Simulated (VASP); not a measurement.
# NbC (Niobocarbide) (Fm-3m) in VASP: single point with LDA

Aim: the single point of NbC (Niobocarbide) with LDA.

All numbers are computed with VASP 6.6.1; they aren't measurements. Logs are shortened: lines on timing, memory, paths and dates and some standing lists are left out, and cuts for length are marked.

## 1. The cell of the first run

It takes space group Fm-3m (No. 225, cubic). The conventional cell has a = 4.469 Å, b = 4.469 Å, c = 4.469 Å, α = 90.00°, β = 90.00°, γ = 90.00°. Nb (site symmetry m-3m) has 6 C at 2.23 Å within 3.0 Å. Within 3.0 Å of C (site symmetry m-3m) lie 6 Nb at 2.23 Å.

## 2. Single point, LDA

Input file INCAR:

```
SYSTEM = NbC
PREC = Accurate
ENCUT = 600
EDIFF = 1E-6
ISMEAR = 1
SIGMA = 0.1
LREAL = .FALSE.
LASPH = .TRUE.
NELM = 120
ALGO = Normal
ISIF = 2
LWAVE = .FALSE.
LCHARG = .FALSE.
NBANDS = 16
GGA_COMPAT = .FALSE.
```

Input file KPOINTS:

```
Automatic mesh
0
G
  9 9 9
  0 0 0
```

Input file POSCAR:

```
NbC
1.0
    0.0000000000      2.2345500000      2.2345500000
    2.2345500000      0.0000000000      2.2345500000
    2.2345500000      2.2345500000      0.0000000000
Nb C
1 1
Direct
    0.0000000000      0.0000000000      0.0000000000
    0.5000000000      0.5000000000      0.5000000000
```

Potentials or basis: VASP PAW LDA potentials, release 64 (Nb_sv, C).

Launch:

```
$ cat potpaw_LDA.64/Nb_sv/POTCAR potpaw_LDA.64/C/POTCAR > POTCAR
$ mpirun -np 1 vasp_std > vasp.out
```

OUTCAR:

```text
SYSTEM = NbC
   PREC = Accurate
   ENCUT = 600
   EDIFF = 1E-6
   ISMEAR = 1
   LREAL = .FALSE.
   LASPH = .TRUE.
   NELM = 120
   ISIF = 2

 ion  position               nearest neighbor table
   1  0.000  0.000  0.000-   2 2.23   2 2.23   2 2.23   2 2.23   2 2.23   2 2.23
   2  0.500  0.500  0.500-   1 2.23   1 2.23   1 2.23   1 2.23   1 2.23   1 2.23

  LATTYP: Found a face centered cubic cell.
 ALAT       =     4.4691000000

  Lattice vectors:

 A1 = (   0.0000000000,   2.2345500000,   2.2345500000)
 A2 = (   2.2345500000,   0.0000000000,   2.2345500000)
 A3 = (   2.2345500000,   2.2345500000,   0.0000000000)

Analysis of symmetry for initial positions (statically):
=====================================================================
 Subroutine PRICEL returns:
 Original cell was already a primitive cell.

 Routine SETGRP: Setting up the symmetry group for a
 face centered cubic supercell.

 Subroutine GETGRP returns: Found 48 space group operations
 (whereof 48 operations were pure point group operations)
 out of a pool of 48 trial point group operations.

The static configuration has the point symmetry O_h .

Analysis of symmetry for dynamics (positions and initial velocities):
=====================================================================
 Subroutine PRICEL returns:
 Original cell was already a primitive cell.

 Routine SETGRP: Setting up the symmetry group for a
 face centered cubic supercell.

 Subroutine GETGRP returns: Found 48 space group operations
 (whereof 48 operations were pure point group operations)
 out of a pool of 48 trial point group operations.

The dynamic configuration has the point symmetry O_h .

 Subroutine INISYM returns: Found 48 space group operations
 (whereof 48 operations are pure point group operations),
 and found     1 'primitive' translations

----------------------------------------------------------------------------------------

                                     Primitive cell

  volume of cell :      22.3152

  direct lattice vectors                    reciprocal lattice vectors
     0.000000000  2.234550000  2.234550000    -0.223758699  0.223758699  0.223758699
     2.234550000  0.000000000  2.234550000     0.223758699 -0.223758699  0.223758699
     2.234550000  2.234550000  0.000000000     0.223758699  0.223758699 -0.223758699

  length of vectors
     3.160130916  3.160130916  3.160130916     0.387561435  0.387561435  0.387561435

  position of ions in fractional coordinates (direct lattice)
     0.000000000  0.000000000  0.000000000
     0.500000000  0.500000000  0.500000000

  ion indices of the primitive-cell ions
   primitive index   ion index
                 1           1
                 2           2

----------------------------------------------------------------------------------------

 KPOINTS: Automatic mesh

Automatic generation of k-mesh.
 Grid dimensions read from file:
 generate k-points for:    9    9    9

 Generating k-lattice:

  Cartesian coordinates                     Fractional coordinates (reciprocal lattice)
    -0.024862078  0.024862078  0.024862078     0.111111111  0.000000000  0.000000000
     0.024862078 -0.024862078  0.024862078     0.000000000  0.111111111  0.000000000
     0.024862078  0.024862078 -0.024862078     0.000000000  0.000000000  0.111111111

  Length of vectors
     0.043062382  0.043062382  0.043062382

  Shift w.r.t. Gamma in fractional coordinates (k-lattice)
     0.000000000  0.000000000  0.000000000

 Subroutine IBZKPT returns following result:
 ===========================================

 Found     35 irreducible k-points:

 Following reciprocal coordinates:
            Coordinates               Weight
  0.000000  0.000000  0.000000      1.000000
  0.111111  0.000000  0.000000      8.000000
  0.222222  0.000000  0.000000      8.000000
  0.333333  0.000000  0.000000      8.000000
  0.444444  0.000000  0.000000      8.000000
  0.111111  0.111111  0.000000      6.000000
[... 16 lines left out ...]
 -0.333333  0.333333  0.000000     12.000000
  0.444444  0.444444  0.000000      6.000000
 [... further k-points ...]
   k-points           NKPTS =     35   k-points in BZ     NKDIM =     35   number of bands    NBANDS=     16
   number of dos      NEDOS =    301   number of ions     NIONS =      2
   total plane-waves  NPLWV =  21952
   dimension x,y,z NGX =    28 NGY =   28 NGZ =   28
   dimension x,y,z NGXF=    56 NGYF=   56 NGZF=   56
   ions per type =               1   1
   NGX,Y,Z   is equivalent  to a cutoff of  14.73, 14.73, 14.73 a.u.
   NGXF,Y,Z  is equivalent  to a cutoff of  29.46, 29.46, 29.46 a.u.
 SYSTEM =  NbC
   PREC   = accura    normal or accurate (medium, high low for compatibility)
   ISTART =      0    job   : 0-new  1-cont  2-samecut
   ICHARG =      2    charge: 1-file 2-atom 10-const
   ISPIN  =      1    spin polarized calculation?
   LNONCOLLINEAR =      F non collinear calculations
   LSORBIT =      F    spin-orbit coupling
   LASPH  =      T    aspherical Exc in radial PAW
   ENCUT  =  600.0 eV  44.10 Ry    6.64 a.u.   6.31  6.31  6.31*2*pi/ulx,y,z
   NELM   =    120;   NELMIN=  2; NELMDL= -5     # of ELM steps
   EDIFF  = 0.1E-05   stopping-criterion for ELM
   LREAL  =      F    real-space projection
   EDIFFG = 0.1E-04   stopping-criterion for IOM
   NSW    =      0    number of steps for IOM
   IBRION =     -1    ionic relax: 0-MD 1-quasi-New 2-CG
   NFREE  =      0    steps in history (QN), initial steepest desc. (CG)
   ISIF   =      2    stress and relaxation
   ISYM   =      2    0-nonsym 1-usesym 2-fastsym
   POTIM  = 0.5000    time-step for ionic-motion
   TEBEG  =    0.0;   TEEND  =   0.0 temperature during run
   PSTRESS=    0.0 pullay stress
   NELECT =      17.0000    total number of electrons
   NUPDOWN=      -1.0000    fix difference up-down
   EMIN   =  10.00;   EMAX   =-10.00  energy-range for DOS
   EFERMI =   0.00;   METHOD = LEGACY
   ISMEAR =     1;   SIGMA  =   0.10  broadening in eV -4-tet -1-fermi 0-gaus
   EFERMI_NEDOS =   21; number of points for ismear=-14 and -15
   IALGO  =     38    algorithm
   IMIX   =      4    mixing-type and parameters
     AMIX     =   0.40;   BMIX     =  1.00
     AMIX_MAG =   1.60;   BMIX_MAG =  1.00
  volume/ion in A,a.u.               =      11.16        75.30
  Fermi-wavevector in a.u.,A,eV,Ry     =   1.495172  2.825465 30.416346  2.235538
  Thomas-Fermi vector in A             =   2.607351
   LORBIT       =      0    0 simple, 1 ext, 2 COOP (PROOUT), +10 PAW based schemes
   GGA     = CA    functional components
   LHFCALC =     F    Hartree Fock is set to
   AEXX    =    0.0000 exact exchange contribution
   IVDW    =     0    specifies the selected vdW correction
   LEPSILON=     F    determine dielectric tensor
   LRPA    =     F    only Hartree local field effects (RPA)
 non-spin polarized calculation
 Methfessel and Paxton  Order N= 1 SIGMA  =   0.10
  energy-cutoff  :      600.00
  volume of cell :       22.32
 maximum number of plane-waves:       759
 NGX is ok and might be reduce to    28
   NGX = 13   NGY = 13   NGZ = 13

 number of electron      17.0000001 magnetization

 Free energy of the ion-electron system (eV)
  ---------------------------------------------------
  ext. energy  EPLUGINS =         0.00000000
  ---------------------------------------------------
  free energy    TOTEN  =       -22.61435908 eV

  energy without entropy =      -22.61121578  energy(sigma->0) =      -22.61331132

 E-fermi :  12.3961     XC(G=0): -13.2921

 val. band max:       12.3887657876   @ k =   0.2222   0.0000   0.0000
 cond. band min:      12.4163208386   @ k =  -0.4444   0.3333   0.1111
 fundamental gap:      0.0275550509
 Fermi energy:        12.3960850089

 k-point     1 :       0.0000    0.0000    0.0000
  band No.  band energies     occupation
      1     -42.9714      2.00000
      2     -18.8480      2.00000
      3     -18.8480      2.00000
      4     -18.8480      2.00000
      5      -0.8708      2.00000
      6      11.1019      2.00000
[... 8 lines left out ...]
     15      22.4288      0.00000
     16      34.7870      0.00000

 k-point     2 :       0.1111    0.0000    0.0000
  band No.  band energies     occupation
      1     -42.9586      2.00000
      2     -18.9546      2.00000
      3     -18.8580      2.00000
      4     -18.8580      2.00000
      5      -0.5587      2.00000
      6       9.9755      2.00000
[... 8 lines left out ...]
     15      23.1596      0.00000
     16      32.6810      0.00000

 k-point     3 :       0.2222    0.0000    0.0000
  band No.  band energies     occupation
      1     -42.9261      2.00000
      2     -19.2166      2.00000
      3     -18.8830      2.00000
      4     -18.8830      2.00000
      5       0.2917      2.00000
      6       8.2210      2.00000
[... 8 lines left out ...]
     15      24.6857      0.00000
     16      30.4256      0.00000

 k-point     4 :       0.3333    0.0000    0.0000
  band No.  band energies     occupation
      1     -42.8888      2.00000
      2     -19.5021      2.00000
      3     -18.9113      2.00000
      4     -18.9113      2.00000
      5       1.4645      2.00000
      6       6.5169      2.00000
[... 8 lines left out ...]
     15      26.0626      0.00000
     16      27.3523      0.00000
[... 324 lines left out ...]
 k-point    22 :      -0.4444    0.3333    0.0000
  band No.  band energies     occupation
      1     -42.8298      2.00000
      2     -19.5116      2.00000
      3     -19.2649      2.00000
      4     -19.0755      2.00000
      5       1.1435      2.00000
      6       7.3725      2.00000
[... 8 lines left out ...]
     15      24.5386      0.00000
     16      26.8819      0.00000

 k-point    23 :      -0.3333    0.3333    0.0000
  band No.  band energies     occupation
      1     -42.8335      2.00000
      2     -19.4172      2.00000
      3     -19.3858      2.00000
      4     -19.0228      2.00000
      5       1.6262      2.00000
      6       6.6220      2.00000
[... 8 lines left out ...]
     15      24.3341      0.00000
     16      25.9846      0.00000

 k-point    24 :       0.4444    0.4444    0.0000
  band No.  band energies     occupation
      1     -42.8289      2.00000
      2     -19.5808      2.00000
      3     -19.1325      2.00000
      4     -19.1325      2.00000
      5       0.5357      2.00000
      6       8.2995      2.00000
[... 8 lines left out ...]
     15      24.6568      0.00000
     16      30.0315      0.00000

 [... further k-points ...]
[... 5 lines left out ...]
  --------------------------------------------------------------------------------------
  -------------------------------------------------------------------------------------
  Total       -1.2551727     -1.2551727     -1.2551727      0.0000000      0.0000000     -0.0000000
  in kB      -90.1184790    -90.1184790    -90.1184790      0.0000000      0.0000000     -0.0000000
  external PRESSURE =     -90.1184790 kB  Pullay stress =       0.0000000 kB

 VOLUME and BASIS-vectors are now :
 -----------------------------------------------------------------------------
  energy-cutoff  :      600.00
  volume of cell :       22.32
      direct lattice vectors                 reciprocal lattice vectors
     0.000000000  2.234550000  2.234550000    -0.223758699  0.223758699  0.223758699
     2.234550000  0.000000000  2.234550000     0.223758699 -0.223758699  0.223758699
     2.234550000  2.234550000  0.000000000     0.223758699  0.223758699 -0.223758699

 POSITION                                       TOTAL-FORCE (eV/Angst)
 -----------------------------------------------------------------------------------
      0.00000      0.00000      0.00000         0.000000     -0.000000     -0.000000
      2.23455      2.23455      2.23455        -0.000000      0.000000      0.000000
 -----------------------------------------------------------------------------------
    total drift:                               -0.000000      0.000000      0.000000

  FREE ENERGIE OF THE ION-ELECTRON SYSTEM (eV)
  ---------------------------------------------------
  free  energy   TOTEN  =       -22.6143590844 eV

  energy  without entropy=      -22.6112157808  energy(sigma->0) =      -22.61331132
```

Wall time 22 s (1 thread of Intel Xeon 8259CL, shared host); peak memory 0.15 GiB.

What came out:

| Property | Result |
| --- | --- |
| Free energy | -22.6144 eV |
| Pressure | -9.0 GPa |

Levels at points of the mesh, in eV from the Fermi level:
```tsv
k point	band 6	band 7	band 8	band 9	band 10	band 11	band 12	band 13
(0.00, 0.00, 0.00)	-1.29	-1.29	-1.29	-0.20	-0.20	-0.20	0.39	0.39
```
